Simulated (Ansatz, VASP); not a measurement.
NaTa4F in VASP and in Ansatz

```
Na Ta F
1.0
     0.00000    3.96139    3.96139
     3.96139    0.00000    3.96139
     3.96139    3.96139    0.00000
Na Ta F
1 4 1
Direct
  0.25000 0.25000 0.25000
  0.62146 0.62146 0.62146
  0.62146 0.62146 0.13563
  0.62146 0.13563 0.62146
  0.13563 0.62146 0.62146
  0.00000 0.00000 0.00000
```

Change from the starting cell: species swapped into the NdInNi4 type (F-43m, No. 216).

Alike in both runs: task relaxation of cell and atoms; functional PBE; k mesh 8 × 8 × 8; occupations gaussian, width 0.1 eV; no spin polarisation.

|  | VASP | Ansatz |
| --- | --- | --- |
| version | VASP 6.6.1 | Ansatz 0.2.0 |
| potentials or method | VASP PAW PBE potentials, release 64 (Na_pv, Ta_pv, F), cutoff 600 eV | scalar-relativistic, plane waves, PAW |
| valence electrons in the cell | 58 | 68 |

```tsv
	VASP	Ansatz	Ansatz less VASP
gap on the k mesh at the Fermi level, each at its own relaxed structure (eV)	none	none	-
relaxed volume (Å³/atom)	20.67	20.67	+0.001
relaxed length of the cell vector where the two differ most in proportion (Å)	5.598	5.598	+0.0001
```

A gap of «none» marks a metal or a gap that the smearing closes. VASP's potentials hold 58 valence electrons a cell and Ansatz's 68, so a difference there can come from the potentials and not from the codes.

Neither program's run includes spin-orbit coupling.
